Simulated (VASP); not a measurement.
# Ir (Fm-3m) in VASP: a series of runs, part 2 of 2

VASP 6.6.1.

**4. Single point, PBEsol (volume scaled by 1.02)**

INCAR

```
SYSTEM = Ir
PREC = Accurate
ENCUT = 520
EDIFF = 1E-6
ISMEAR = -1
SIGMA = 0.05
LREAL = .FALSE.
LASPH = .TRUE.
NELM = 80
ALGO = Normal
ISIF = 2
LWAVE = .FALSE.
LCHARG = .FALSE.
GGA = PS
NBANDS = 10
```

KPOINTS

```
regular mesh
0
G
  15 15 15
  0 0 0
```

POSCAR

```
Ir
1.0
    0.0000000000      1.9324136155      1.9324136155
    1.9324136155      0.0000000000      1.9324136155
    1.9324136155      1.9324136155      0.0000000000
Ir
1
Direct
    0.0000000000      0.0000000000      0.0000000000
```

Potentials or basis: VASP PAW PBE potentials, release 64 (Ir).

Launch:

```
cat potpaw_PBE.64/Ir/POTCAR > POTCAR
mpirun -np 1 vasp_std > vasp.out
```

OUTCAR:

```text
SYSTEM = Ir
   PREC = Accurate
   ENCUT = 520
   EDIFF = 1E-6
   ISMEAR = -1
   LREAL = .FALSE.
   LASPH = .TRUE.
   NELM = 80
   ISIF = 2
   GGA = PS

 ion  position               nearest neighbor table
   1  0.000  0.000  0.000-

  LATTYP: Found a face centered cubic cell.
 ALAT       =     3.8648272310

  Lattice vectors:

 A1 = (   0.0000000000,   1.9324136155,   1.9324136155)
 A2 = (   1.9324136155,   0.0000000000,   1.9324136155)
 A3 = (   1.9324136155,   1.9324136155,   0.0000000000)

Analysis of symmetry for initial positions (statically):
=====================================================================
 Subroutine PRICEL returns:
 Original cell was already a primitive cell.

 Routine SETGRP: Setting up the symmetry group for a
 face centered cubic supercell.

 Subroutine GETGRP returns: Found 48 space group operations
 (whereof 48 operations were pure point group operations)
 out of a pool of 48 trial point group operations.

The static configuration has the point symmetry O_h .

Analysis of symmetry for dynamics (positions and initial velocities):
=====================================================================
 Subroutine PRICEL returns:
 Original cell was already a primitive cell.

 Routine SETGRP: Setting up the symmetry group for a
 face centered cubic supercell.

 Subroutine GETGRP returns: Found 48 space group operations
 (whereof 48 operations were pure point group operations)
 out of a pool of 48 trial point group operations.

The dynamic configuration has the point symmetry O_h .

 Subroutine INISYM returns: Found 48 space group operations
 (whereof 48 operations are pure point group operations),
 and found     1 'primitive' translations

----------------------------------------------------------------------------------------

                                     Primitive cell

  volume of cell :      14.4321

  direct lattice vectors                    reciprocal lattice vectors
     0.000000000  1.932413616  1.932413616    -0.258743778  0.258743778  0.258743778
     1.932413616  0.000000000  1.932413616     0.258743778 -0.258743778  0.258743778
     1.932413616  1.932413616  0.000000000     0.258743778  0.258743778 -0.258743778

  length of vectors
     2.732845543  2.732845543  2.732845543     0.448157370  0.448157370  0.448157370

  position of ions in fractional coordinates (direct lattice)
     0.000000000  0.000000000  0.000000000

  ion indices of the primitive-cell ions
   primitive index   ion index
                 1           1

----------------------------------------------------------------------------------------

 KPOINTS: regular mesh

Automatic generation of k-mesh.
 Grid dimensions read from file:
 generate k-points for:   15   15   15

 Generating k-lattice:

  Cartesian coordinates                     Fractional coordinates (reciprocal lattice)
    -0.017249585  0.017249585  0.017249585     0.066666667  0.000000000  0.000000000
     0.017249585 -0.017249585  0.017249585     0.000000000  0.066666667  0.000000000
     0.017249585  0.017249585 -0.017249585     0.000000000  0.000000000  0.066666667

  Length of vectors
     0.029877158  0.029877158  0.029877158

  Shift w.r.t. Gamma in fractional coordinates (k-lattice)
     0.000000000  0.000000000  0.000000000

 Subroutine IBZKPT returns following result:
 ===========================================

 Found    120 irreducible k-points:

 Following reciprocal coordinates:
            Coordinates               Weight
  0.000000  0.000000  0.000000      1.000000
  0.066667  0.000000  0.000000      8.000000
  0.133333  0.000000  0.000000      8.000000
  0.200000  0.000000  0.000000      8.000000
  0.266667  0.000000  0.000000      8.000000
  0.333333  0.000000  0.000000      8.000000
[... 16 lines left out ...]
  0.133333  0.133333  0.000000      6.000000
  0.200000  0.133333  0.000000     24.000000
 [... further k-points ...]
   k-points           NKPTS =    120   k-points in BZ     NKDIM =    120   number of bands    NBANDS=     10
   number of dos      NEDOS =    301   number of ions     NIONS =      1
   total plane-waves  NPLWV =   8000
   dimension x,y,z NGX =    20 NGY =   20 NGZ =   20
   dimension x,y,z NGXF=    40 NGYF=   40 NGZF=   40
   ions per type =               1
   NGX,Y,Z   is equivalent  to a cutoff of  12.17, 12.17, 12.17 a.u.
   NGXF,Y,Z  is equivalent  to a cutoff of  24.33, 24.33, 24.33 a.u.
 SYSTEM =  Ir
   PREC   = accura    normal or accurate (medium, high low for compatibility)
   ISTART =      0    job   : 0-new  1-cont  2-samecut
   ICHARG =      2    charge: 1-file 2-atom 10-const
   ISPIN  =      1    spin polarized calculation?
   LNONCOLLINEAR =      F non collinear calculations
   LSORBIT =      F    spin-orbit coupling
   LASPH  =      T    aspherical Exc in radial PAW
   ENCUT  =  520.0 eV  38.22 Ry    6.18 a.u.   5.08  5.08  5.08*2*pi/ulx,y,z
   NELM   =     80;   NELMIN=  2; NELMDL= -5     # of ELM steps
   EDIFF  = 0.1E-05   stopping-criterion for ELM
   LREAL  =      F    real-space projection
   EDIFFG = 0.1E-04   stopping-criterion for IOM
   NSW    =      0    number of steps for IOM
   IBRION =     -1    ionic relax: 0-MD 1-quasi-New 2-CG
   NFREE  =      0    steps in history (QN), initial steepest desc. (CG)
   ISIF   =      2    stress and relaxation
   ISYM   =      2    0-nonsym 1-usesym 2-fastsym
   POTIM  = 0.5000    time-step for ionic-motion
   TEBEG  =    0.0;   TEEND  =   0.0 temperature during run
   PSTRESS=    0.0 pullay stress
   NELECT =       9.0000    total number of electrons
   NUPDOWN=      -1.0000    fix difference up-down
   EMIN   =  10.00;   EMAX   =-10.00  energy-range for DOS
   EFERMI =   0.00;   METHOD = LEGACY
   ISMEAR =    -1;   SIGMA  =   0.05  broadening in eV -4-tet -1-fermi 0-gaus
   EFERMI_NEDOS =   21; number of points for ismear=-14 and -15
   IALGO  =     38    algorithm
   IMIX   =      4    mixing-type and parameters
     AMIX     =   0.40;   BMIX     =  1.00
     AMIX_MAG =   1.60;   BMIX_MAG =  1.00
  volume/ion in A,a.u.               =      14.43        97.39
  Fermi-wavevector in a.u.,A,eV,Ry     =   1.398660  2.643085 26.616406  1.956251
  Thomas-Fermi vector in A             =   2.521796
   LORBIT       =      0    0 simple, 1 ext, 2 COOP (PROOUT), +10 PAW based schemes
   GGA     = PS    functional components
   LHFCALC =     F    Hartree Fock is set to
   AEXX    =    0.0000 exact exchange contribution
   IVDW    =     0    specifies the selected vdW correction
   LEPSILON=     F    determine dielectric tensor
   LRPA    =     F    only Hartree local field effects (RPA)
 non-spin polarized calculation
  energy-cutoff  :      520.00
  volume of cell :       14.43
 maximum number of plane-waves:       397
   NGX = 11   NGY = 11   NGZ = 11

 number of electron       9.0000000 magnetization

 Free energy of the ion-electron system (eV)
  ---------------------------------------------------
  ext. energy  EPLUGINS =         0.00000000
  ---------------------------------------------------
  free energy    TOTEN  =        -9.81934479 eV

  energy without entropy =       -9.81106405  energy(sigma->0) =       -9.81520442

 E-fermi :   9.9487     XC(G=0): -13.9852

 val. band max:        9.9349182688   @ k =  -0.4000   0.4667   0.0667
 cond. band min:       9.9536623720   @ k =  -0.3333   0.2667   0.0667
 fundamental gap:      0.0187441032
 Fermi energy:         9.9487292605

 k-point     1 :       0.0000    0.0000    0.0000
  band No.  band energies     occupation
      1      -1.0731      2.00000
      2       6.1141      2.00000
      3       6.1141      2.00000
      4       6.1141      2.00000
      5       8.7448      2.00000
      6       8.7448      2.00000
      7      24.2592      0.00000
      8      29.7136      0.00000
      9      29.7136      0.00000
     10      29.7136      0.00000

 k-point     2 :       0.0667    0.0000    0.0000
  band No.  band energies     occupation
      1      -0.8798      2.00000
      2       6.0124      2.00000
      3       6.1973      2.00000
      4       6.1973      2.00000
      5       8.6922      2.00000
      6       8.6922      2.00000
      7      24.5898      0.00000
      8      28.7030      0.00000
      9      30.0289      0.00000
     10      30.0289      0.00000
[... 274 lines left out ...]
 k-point    24 :       0.2000    0.1333    0.0000
  band No.  band energies     occupation
      1       0.5474      2.00000
      2       5.0943      2.00000
      3       6.8787      2.00000
      4       6.9713      2.00000
      5       7.7564      2.00000
      6       9.1988      2.00000
      7      26.8640      0.00000
      8      26.8896      0.00000
      9      29.8883      0.00000
     10      30.4293      0.00000

 [... further k-points ...]
[... 5 lines left out ...]
  --------------------------------------------------------------------------------------
  -------------------------------------------------------------------------------------
  Total       -0.8118784     -0.8118784     -0.8118784      0.0000000      0.0000000     -0.0000000
  in kB      -90.1304040    -90.1304040    -90.1304040      0.0000000      0.0000000     -0.0000000
  external PRESSURE =     -90.1304040 kB  Pullay stress =       0.0000000 kB

 VOLUME and BASIS-vectors are now :
 -----------------------------------------------------------------------------
  energy-cutoff  :      520.00
  volume of cell :       14.43
      direct lattice vectors                 reciprocal lattice vectors
     0.000000000  1.932413616  1.932413616    -0.258743778  0.258743778  0.258743778
     1.932413616  0.000000000  1.932413616     0.258743778 -0.258743778  0.258743778
     1.932413616  1.932413616  0.000000000     0.258743778  0.258743778 -0.258743778

 POSITION                                       TOTAL-FORCE (eV/Angst)
 -----------------------------------------------------------------------------------
      0.00000      0.00000      0.00000        -0.000000      0.000000     -0.000000
 -----------------------------------------------------------------------------------
    total drift:                                0.000000      0.000000      0.000000

  FREE ENERGIE OF THE ION-ELECTRON SYSTEM (eV)
  ---------------------------------------------------
  free  energy   TOTEN  =        -9.8193447857 eV

  energy  without entropy=       -9.8110640550  energy(sigma->0) =       -9.81520442
```

Run time: 5.9 s. Hardware: 1 thread of Intel Xeon 6975P-C (Granite Rapids), shared host; peak memory 0.13 GiB.

Results:

| Quantity | Value |
| --- | --- |
| Free energy | -9.8193 eV |
| Pressure | -9.0 GPa |

Levels at points of the mesh, in eV from the Fermi level:
| k point | band 1 | band 2 | band 3 | band 4 | band 5 | band 6 | band 7 | band 8 |
| --- | --- | --- | --- | --- | --- | --- | --- | --- |
| (0.00, 0.00, 0.00) | -11.02 | -3.83 | -3.83 | -3.83 | -1.20 | -1.20 | 14.31 | 19.76 |

Caveat: the PAW data sets were made with another functional, which shifts forces and pressure a little; spin-orbit coupling is left out, which moves the levels of the heavy elements.

**5. Single point, PBEsol (volume scaled by 1.06)**

INCAR

```
ALGO = Normal
EDIFF = 1E-7
ENCUT = 520
GGA = PS
ISIF = 2
ISMEAR = -1
LASPH = True
LCHARG = True
LELF = True
LREAL = False
LVHAR = True
LWAVE = False
NBANDS = 10
NELM = 100
PREC = Accurate
SIGMA = 0.05
```

KPOINTS

```
k-points
0
Gamma
  15 15 15
```

POSCAR

```
Ir
1.0
    0.0000000000      1.9573507352      1.9573507352
    1.9573507352      0.0000000000      1.9573507352
    1.9573507352      1.9573507352      0.0000000000
Ir
1
Direct
    0.0000000000      0.0000000000      0.0000000000
```

Launch:

```
cat potpaw_PBE.64/Ir/POTCAR > POTCAR
mpirun -np 1 vasp_std > vasp.out
```

Wall time 6.5 s (1 thread of Intel Xeon 6975P-C (Granite Rapids), shared host); peak memory 0.15 GiB.

Results (log left out):

| Item | Value |
| --- | --- |
| Free energy | -9.7658 eV |
| Pressure | -20.9 GPa |

Levels at points of the mesh, in eV from the Fermi level:
```
           k point  band 1  band 2  band 3  band 4  band 5  band 6  band 7  band 8  band 9
(0.00, 0.00, 0.00)  -10.60   -3.61   -3.61   -3.61   -1.13   -1.13   14.38   19.61   19.61
```

Caveat: the PAW data sets were made with another functional, which shifts forces and pressure a little; spin-orbit coupling is left out, which moves the levels of the heavy elements.

**6. Overview**

| cell | gap on the mesh (eV) | pressure (GPa) |
| --- | --- | --- |
| a = 2.678 Å, angles 60.0°, 1 atom | none | 15.4 |
| a = 2.706 Å, angles 60.0°, 1 atom | none | 2.1 |
| a = 2.733 Å, angles 60.0°, 1 atom | none | -9.0 |
| a = 2.768 Å, angles 60.0°, 1 atom | none | -20.9 |

Alike in all rows: task single point; level PBEsol; potentials or basis VASP PAW PBE potentials, release 64 (Ir); no spin polarisation; k mesh 15 × 15 × 15; cutoff (eV) 520; smearing fermi-dirac 0.05 eV.

Caveats: the PAW data sets were made with another functional, which shifts forces and pressure a little; spin-orbit coupling is left out, which moves the levels of the heavy elements.

Absolute energies hang on the potentials; compare differences alone.
